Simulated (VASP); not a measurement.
# BiO3 (ReO3 type) (Pm-3m) in VASP: notebook

BiO3 (ReO3 type) is run at these levels: PBE; tasks: single point.

Program: VASP 6.6.1. These are calculated values, not measurements. Logs are shortened: lines on timing, memory, paths and dates and some standing lists are left out, and cuts for length are marked.

## 1. The cell of the first run

The structure is cubic, space group Pm-3m (No. 221). Conventional cell: a = 4.114 Å, b = 4.114 Å, c = 4.114 Å, α = 90.00°, β = 90.00°, γ = 90.00°. Bi (site symmetry m-3m) has 6 O at 2.06 Å within 2.7 Å. Within 2.7 Å of O (site symmetry 4/mmm) lie 2 Bi at 2.06 Å.

## 2. Single point, PBE

The input, INCAR:

```
SYSTEM = BiO3
  PREC = Accurate
  ENCUT = 520
  EDIFF = 1E-6
  ISMEAR = -1
  SIGMA = 0.06122561905347299
  LREAL = .FALSE.
  LASPH = .TRUE.
  NELM = 100
  ALGO = Normal
  ISIF = 2
  LWAVE = .FALSE.
  LCHARG = .FALSE.
  GGA = PE
  NBANDS = 24
```

The input, KPOINTS:

```
regular mesh
0
G
  26 26 26
  0 0 0
```

The input, POSCAR:

```
BiO3
1.0
    4.1144908414      0.0000000000      0.0000000000
    0.0000000000      4.1144908414      0.0000000000
    0.0000000000      0.0000000000      4.1144908414
Bi O
1 3
Direct
    0.0000000000      0.0000000000      0.0000000000
    0.5000000000      0.0000000000      0.0000000000
    0.0000000000      0.5000000000      0.0000000000
    0.0000000000      0.0000000000      0.5000000000
```

Potentials or basis: VASP PAW PBE potentials, release 64 (Bi_d, O).

The run is started by

```
> cat potpaw_PBE.64/Bi_d/POTCAR potpaw_PBE.64/O/POTCAR > POTCAR
> mpirun -np 1 vasp_std > vasp.out
```

OUTCAR:

```text
SYSTEM = BiO3
   PREC = Accurate
   ENCUT = 520
   EDIFF = 1E-6
   ISMEAR = -1
   LREAL = .FALSE.
   LASPH = .TRUE.
   NELM = 100
   ISIF = 2
   GGA = PE

 ion  position               nearest neighbor table
   1  0.000  0.000  0.000-   2 2.06   3 2.06   4 2.06   4 2.06   3 2.06   2 2.06
   2  0.500  0.000  0.000-   1 2.06   1 2.06
   3  0.000  0.500  0.000-   1 2.06   1 2.06
   4  0.000  0.000  0.500-   1 2.06   1 2.06

  LATTYP: Found a simple cubic cell.
 ALAT       =     4.1144908414

  Lattice vectors:

 A1 = (   4.1144908414,   0.0000000000,   0.0000000000)
 A2 = (   0.0000000000,   4.1144908414,   0.0000000000)
 A3 = (   0.0000000000,   0.0000000000,   4.1144908414)

Analysis of symmetry for initial positions (statically):
=====================================================================
 Subroutine PRICEL returns:
 Original cell was already a primitive cell.

 Routine SETGRP: Setting up the symmetry group for a
 simple cubic supercell.

 Subroutine GETGRP returns: Found 48 space group operations
 (whereof 48 operations were pure point group operations)
 out of a pool of 48 trial point group operations.

The static configuration has the point symmetry O_h .

Analysis of symmetry for dynamics (positions and initial velocities):
=====================================================================
 Subroutine PRICEL returns:
 Original cell was already a primitive cell.

 Routine SETGRP: Setting up the symmetry group for a
 simple cubic supercell.

 Subroutine GETGRP returns: Found 48 space group operations
 (whereof 48 operations were pure point group operations)
 out of a pool of 48 trial point group operations.

The dynamic configuration has the point symmetry O_h .

 Subroutine INISYM returns: Found 48 space group operations
 (whereof 48 operations are pure point group operations),
 and found     1 'primitive' translations

----------------------------------------------------------------------------------------

                                     Primitive cell

  volume of cell :      69.6544

  direct lattice vectors                    reciprocal lattice vectors
     4.114490841  0.000000000  0.000000000     0.243043438  0.000000000  0.000000000
     0.000000000  4.114490841  0.000000000     0.000000000  0.243043438  0.000000000
     0.000000000  0.000000000  4.114490841     0.000000000  0.000000000  0.243043438

  length of vectors
     4.114490841  4.114490841  4.114490841     0.243043438  0.243043438  0.243043438

  position of ions in fractional coordinates (direct lattice)
     0.000000000  0.000000000  0.000000000
     0.500000000  0.000000000  0.000000000
     0.000000000  0.500000000  0.000000000
     0.000000000  0.000000000  0.500000000

  ion indices of the primitive-cell ions
   primitive index   ion index
                 1           1
                 2           2
                 3           3
                 4           4

----------------------------------------------------------------------------------------

 KPOINTS: regular mesh

Automatic generation of k-mesh.
 Grid dimensions read from file:
 generate k-points for:   26   26   26

 Generating k-lattice:

  Cartesian coordinates                     Fractional coordinates (reciprocal lattice)
     0.009347825  0.000000000  0.000000000     0.038461538  0.000000000  0.000000000
     0.000000000  0.009347825  0.000000000     0.000000000  0.038461538  0.000000000
     0.000000000  0.000000000  0.009347825     0.000000000  0.000000000  0.038461538

  Length of vectors
     0.009347825  0.009347825  0.009347825

  Shift w.r.t. Gamma in fractional coordinates (k-lattice)
     0.000000000  0.000000000  0.000000000

 Subroutine IBZKPT returns following result:
 ===========================================

 Found    560 irreducible k-points:

 Following reciprocal coordinates:
            Coordinates               Weight
  0.000000  0.000000  0.000000      1.000000
  0.038462  0.000000  0.000000      6.000000
  0.076923  0.000000  0.000000      6.000000
  0.115385  0.000000  0.000000      6.000000
  0.153846  0.000000  0.000000      6.000000
  0.192308  0.000000  0.000000      6.000000
[... 16 lines left out ...]
  0.346154  0.038462  0.000000     24.000000
  0.384615  0.038462  0.000000     24.000000
 [... further k-points ...]
   k-points           NKPTS =    560   k-points in BZ     NKDIM =    560   number of bands    NBANDS=     24
   number of dos      NEDOS =    301   number of ions     NIONS =      4
   total plane-waves  NPLWV =  32768
   dimension x,y,z NGX =    32 NGY =   32 NGZ =   32
   dimension x,y,z NGXF=    64 NGYF=   64 NGZF=   64
   ions per type =               1   3
   NGX,Y,Z   is equivalent  to a cutoff of  12.93, 12.93, 12.93 a.u.
   NGXF,Y,Z  is equivalent  to a cutoff of  25.86, 25.86, 25.86 a.u.
 SYSTEM =  BiO3
   PREC   = accura    normal or accurate (medium, high low for compatibility)
   ISTART =      0    job   : 0-new  1-cont  2-samecut
   ICHARG =      2    charge: 1-file 2-atom 10-const
   ISPIN  =      1    spin polarized calculation?
   LNONCOLLINEAR =      F non collinear calculations
   LSORBIT =      F    spin-orbit coupling
   LASPH  =      T    aspherical Exc in radial PAW
   ENCUT  =  520.0 eV  38.22 Ry    6.18 a.u.   7.65  7.65  7.65*2*pi/ulx,y,z
   NELM   =    100;   NELMIN=  2; NELMDL= -5     # of ELM steps
   EDIFF  = 0.1E-05   stopping-criterion for ELM
   LREAL  =      F    real-space projection
   EDIFFG = 0.1E-04   stopping-criterion for IOM
   NSW    =      0    number of steps for IOM
   IBRION =     -1    ionic relax: 0-MD 1-quasi-New 2-CG
   NFREE  =      0    steps in history (QN), initial steepest desc. (CG)
   ISIF   =      2    stress and relaxation
   ISYM   =      2    0-nonsym 1-usesym 2-fastsym
   POTIM  = 0.5000    time-step for ionic-motion
   TEBEG  =    0.0;   TEEND  =   0.0 temperature during run
   PSTRESS=    0.0 pullay stress
   NELECT =      33.0000    total number of electrons
   NUPDOWN=      -1.0000    fix difference up-down
   EMIN   =  10.00;   EMAX   =-10.00  energy-range for DOS
   EFERMI =   0.00;   METHOD = LEGACY
   ISMEAR =    -1;   SIGMA  =   0.06  broadening in eV -4-tet -1-fermi 0-gaus
   EFERMI_NEDOS =   21; number of points for ismear=-14 and -15
   IALGO  =     38    algorithm
   IMIX   =      4    mixing-type and parameters
     AMIX     =   0.40;   BMIX     =  1.00
     AMIX_MAG =   1.60;   BMIX_MAG =  1.00
  volume/ion in A,a.u.               =      17.41       117.51
  Fermi-wavevector in a.u.,A,eV,Ry     =   1.276233  2.411731 22.160778  1.628771
  Thomas-Fermi vector in A             =   2.408901
   LORBIT       =      0    0 simple, 1 ext, 2 COOP (PROOUT), +10 PAW based schemes
   GGA     = PE    functional components
   LHFCALC =     F    Hartree Fock is set to
   AEXX    =    0.0000 exact exchange contribution
   IVDW    =     0    specifies the selected vdW correction
   LEPSILON=     F    determine dielectric tensor
   LRPA    =     F    only Hartree local field effects (RPA)
 non-spin polarized calculation
  energy-cutoff  :      520.00
  volume of cell :       69.65
 maximum number of plane-waves:      1924
 NGX is ok and might be reduce to    32
   NGX = 15   NGY = 15   NGZ = 15

 number of electron      33.0000011 magnetization

 Free energy of the ion-electron system (eV)
  ---------------------------------------------------
  ext. energy  EPLUGINS =         0.00000000
  ---------------------------------------------------
  free energy    TOTEN  =       -19.12693904 eV

  energy without entropy =      -19.07766507  energy(sigma->0) =      -19.10230206

 E-fermi :   0.5556     XC(G=0):  -8.7505

 val. band max:        0.5552083162   @ k =   0.3846   0.3462   0.3077
 cond. band min:       0.5563095581   @ k =   0.4615   0.3462   0.3077
 fundamental gap:      0.0011012419
 Fermi energy:         0.5555555658

 k-point     1 :       0.0000    0.0000    0.0000
  band No.  band energies     occupation
      1     -21.7038      2.00000
      2     -21.7038      2.00000
      3     -20.7865      2.00000
      4     -20.7865      2.00000
      5     -20.7865      2.00000
      6     -17.9115      2.00000
[... 16 lines left out ...]
     23      14.3872      0.00000
     24      14.3872      0.00000

 k-point     2 :       0.0385    0.0000    0.0000
  band No.  band energies     occupation
      1     -21.7038      2.00000
      2     -21.6995      2.00000
      3     -20.7868      2.00000
      4     -20.7868      2.00000
      5     -20.7865      2.00000
      6     -17.9053      2.00000
[... 16 lines left out ...]
     23      14.4057      0.00000
     24      14.4198      0.00000

 k-point     3 :       0.0769    0.0000    0.0000
  band No.  band energies     occupation
      1     -21.7037      2.00000
      2     -21.6867      2.00000
      3     -20.7876      2.00000
      4     -20.7876      2.00000
      5     -20.7865      2.00000
      6     -17.8864      2.00000
[... 16 lines left out ...]
     23      14.4603      0.00000
     24      14.4945      0.00000

 k-point     4 :       0.1154    0.0000    0.0000
  band No.  band energies     occupation
      1     -21.7036      2.00000
      2     -21.6662      2.00000
      3     -20.7888      2.00000
      4     -20.7888      2.00000
      5     -20.7864      2.00000
      6     -17.8545      2.00000
[... 16 lines left out ...]
     23      14.5493      0.00000
     24      14.5653      0.00000

 k-point     5 :       0.1538    0.0000    0.0000
  band No.  band energies     occupation
      1     -21.7034      2.00000
      2     -21.6389      2.00000
      3     -20.7905      2.00000
      4     -20.7905      2.00000
      5     -20.7864      2.00000
      6     -17.8090      2.00000
[... 16 lines left out ...]
     23      14.5869      0.00000
     24      14.6697      0.00000

 k-point     6 :       0.1923    0.0000    0.0000
  band No.  band energies     occupation
      1     -21.7033      2.00000
      2     -21.6064      2.00000
      3     -20.7925      2.00000
      4     -20.7925      2.00000
      5     -20.7863      2.00000
      6     -17.7496      2.00000
[... 16 lines left out ...]
     23      14.5212      0.00000
     24      14.8169      0.00000
[... 379 lines left out ...]
 k-point    21 :       0.2692    0.0385    0.0000
  band No.  band energies     occupation
      1     -21.6997      2.00000
      2     -21.5314      2.00000
      3     -20.7972      2.00000
      4     -20.7969      2.00000
      5     -20.7865      2.00000
      6     -17.5818      2.00000
[... 16 lines left out ...]
     23      14.0427      0.00000
     24      15.0485      0.00000

 k-point    22 :       0.3077    0.0385    0.0000
  band No.  band energies     occupation
      1     -21.6995      2.00000
      2     -21.4946      2.00000
      3     -20.7994      2.00000
      4     -20.7991      2.00000
      5     -20.7864      2.00000
      6     -17.4792      2.00000
[... 16 lines left out ...]
     23      13.6829      0.00000
     24      15.0988      0.00000

 k-point    23 :       0.3462    0.0385    0.0000
  band No.  band energies     occupation
      1     -21.6993      2.00000
      2     -21.4607      2.00000
      3     -20.8014      2.00000
      4     -20.8011      2.00000
      5     -20.7864      2.00000
      6     -17.3636      2.00000
[... 16 lines left out ...]
     23      13.2754      0.00000
     24      15.1021      0.00000

 k-point    24 :       0.3846    0.0385    0.0000
  band No.  band energies     occupation
      1     -21.6991      2.00000
      2     -21.4317      2.00000
      3     -20.8030      2.00000
      4     -20.8027      2.00000
      5     -20.7864      2.00000
      6     -17.2390      2.00000
[... 16 lines left out ...]
     23      12.8498      0.00000
     24      15.1043      0.00000

 [... further k-points ...]
[... 5 lines left out ...]
  --------------------------------------------------------------------------------------
  -------------------------------------------------------------------------------------
  Total        2.6507357      2.6507357      2.6507357     -0.0000000      0.0000000     -0.0000000
  in kB       60.9717569     60.9717569     60.9717569     -0.0000000      0.0000000     -0.0000000
  external PRESSURE =      60.9717569 kB  Pullay stress =       0.0000000 kB

 VOLUME and BASIS-vectors are now :
 -----------------------------------------------------------------------------
  energy-cutoff  :      520.00
  volume of cell :       69.65
      direct lattice vectors                 reciprocal lattice vectors
     4.114490841  0.000000000  0.000000000     0.243043438  0.000000000  0.000000000
     0.000000000  4.114490841  0.000000000     0.000000000  0.243043438  0.000000000
     0.000000000  0.000000000  4.114490841     0.000000000  0.000000000  0.243043438

 POSITION                                       TOTAL-FORCE (eV/Angst)
 -----------------------------------------------------------------------------------
      0.00000      0.00000      0.00000         0.000000      0.000000      0.000000
      2.05725      0.00000      0.00000         0.000000      0.000000      0.000000
      0.00000      2.05725      0.00000         0.000000      0.000000      0.000000
      0.00000      0.00000      2.05725         0.000000      0.000000      0.000000
 -----------------------------------------------------------------------------------
    total drift:                                0.000000      0.000000     -0.000000

  FREE ENERGIE OF THE ION-ELECTRON SYSTEM (eV)
  ---------------------------------------------------
  free  energy   TOTEN  =       -19.1269390392 eV

  energy  without entropy=      -19.0776650710  energy(sigma->0) =      -19.10230206
```

Run time: 13 min. Hardware: 1 thread of Oxide Virtual Turin-like, shared host; peak memory 0.76 GiB.

Results:

| Property | Result |
| --- | --- |
| Free energy | -19.1269 eV |
| Pressure | 6.1 GPa |
| Band gap on the k mesh | zero (an odd number of electrons rules out a gap without spin polarisation) |

Caveat: the cell stands under pressure; spin-orbit coupling is left out, which moves the levels of the heavy elements; an odd number of electrons without spin polarisation forces a metal; a magnetic or distorted state may lie lower.

## 3. Single point, PBE

This run uses another cell than the first one, of 18.53 Å³/atom.

The input, INCAR:

```
SYSTEM = BiO3
  PREC = Accurate
  ENCUT = 520
  EDIFF = 1E-6
  ISMEAR = -1
  SIGMA = 0.06122561905347299
  LREAL = .False.
  LASPH = .True.
  NELM = 100
  ALGO = Normal
  ISIF = 2
  LWAVE = .False.
  LCHARG = .True.
  GGA = PE
  LELF = .True.
  LVHAR = .True.
  NBANDS = 24
```

The input, KPOINTS:

```
regular mesh
0
Gamma
  26 26 26
  0 0 0
```

The input, POSCAR:

```
BiO3
1.0
    4.2002339609      0.0000000000      0.0000000000
    0.0000000000      4.2002339609      0.0000000000
    0.0000000000      0.0000000000      4.2002339609
Bi O
1 3
Direct
    0.0000000000      0.0000000000      0.0000000000
    0.5000000000      0.0000000000      0.0000000000
    0.0000000000      0.5000000000      0.0000000000
    0.0000000000      0.0000000000      0.5000000000
```

Potentials or basis: VASP PAW PBE potentials, release 64 (Bi_d, O).

The run is started by

```
> cat potpaw_PBE.64/Bi_d/POTCAR potpaw_PBE.64/O/POTCAR > POTCAR
> mpirun -np 1 vasp_std > vasp.out
```

OUTCAR:

```text
SYSTEM = BiO3
   PREC = Accurate
   ENCUT = 520
   EDIFF = 1E-6
   ISMEAR = -1
   LREAL = .False.
   LASPH = .True.
   NELM = 100
   ISIF = 2
   GGA = PE

 ion  position               nearest neighbor table
   1  0.000  0.000  0.000-   2 2.10   3 2.10   4 2.10   4 2.10   3 2.10   2 2.10
   2  0.500  0.000  0.000-   1 2.10   1 2.10
   3  0.000  0.500  0.000-   1 2.10   1 2.10
   4  0.000  0.000  0.500-   1 2.10   1 2.10

  LATTYP: Found a simple cubic cell.
 ALAT       =     4.2002339609

  Lattice vectors:
[... 835 lines left out ...]
     23      12.0121      0.00000
     24      14.2698      0.00000

 [... further k-points ...]
[... 5 lines left out ...]
  --------------------------------------------------------------------------------------
  -------------------------------------------------------------------------------------
  Total        0.0514756      0.0514756      0.0514756     -0.0000000     -0.0000000     -0.0000000
  in kB        1.1129916      1.1129916      1.1129916     -0.0000000     -0.0000000     -0.0000000
  external PRESSURE =       1.1129916 kB  Pullay stress =       0.0000000 kB

 VOLUME and BASIS-vectors are now :
 -----------------------------------------------------------------------------
  energy-cutoff  :      520.00
  volume of cell :       74.10
      direct lattice vectors                 reciprocal lattice vectors
     4.200233961  0.000000000  0.000000000     0.238081976  0.000000000  0.000000000
     0.000000000  4.200233961  0.000000000     0.000000000  0.238081976  0.000000000
     0.000000000  0.000000000  4.200233961     0.000000000  0.000000000  0.238081976

 POSITION                                       TOTAL-FORCE (eV/Angst)
 -----------------------------------------------------------------------------------
      0.00000      0.00000      0.00000         0.000000      0.000000      0.000000
      2.10012      0.00000      0.00000         0.000000      0.000000      0.000000
      0.00000      2.10012      0.00000         0.000000      0.000000      0.000000
      0.00000      0.00000      2.10012         0.000000      0.000000      0.000000
 -----------------------------------------------------------------------------------
    total drift:                                0.000000      0.000000     -0.000000

  FREE ENERGIE OF THE ION-ELECTRON SYSTEM (eV)
  ---------------------------------------------------
  free  energy   TOTEN  =       -19.2129217159 eV

  energy  without entropy=      -19.1578254106  energy(sigma->0) =      -19.18537356
```

stdout:

```text
POSCAR found type information on POSCAR BiO
 POSCAR found :  2 types and       4 ions
 scaLAPACK will be used
 LDA part: xc-table for (Slater+PW92), standard interpolation
 POSCAR, INCAR and KPOINTS ok, starting setup
 FFT: planning ... GRIDC
 FFT: planning ... GRID_SOFT
 FFT: planning ... GRID
 WAVECAR not read
 entering main loop
```

Wall time 14 min (1 thread of Oxide Virtual Turin-like, shared host); peak memory 0.79 GiB.

Results:

| Property | Result |
| --- | --- |
| Free energy | -19.2129 eV |
| Pressure | 0.1 GPa |
| Band gap on the k mesh | zero (an odd number of electrons rules out a gap without spin polarisation) |

Levels at points of the mesh, in eV from the Fermi level:
```
           k point  band 15  band 16  band 17  band 18  band 19  band 20
(0.00, 0.00, 0.00)    -0.65    -0.48    -0.48    -0.48     7.49    11.84
(0.50, 0.00, 0.00)    -0.64    -0.56    -0.56     2.22     8.16    10.74
(0.50, 0.50, 0.00)    -0.61    -0.61     0.30     4.12     7.51     7.51
(0.50, 0.50, 0.50)     0.31     0.31     0.31     5.76     6.53     6.53
```

Caveat: spin-orbit coupling is left out, which moves the levels of the heavy elements; an odd number of electrons without spin polarisation forces a metal; a magnetic or distorted state may lie lower.
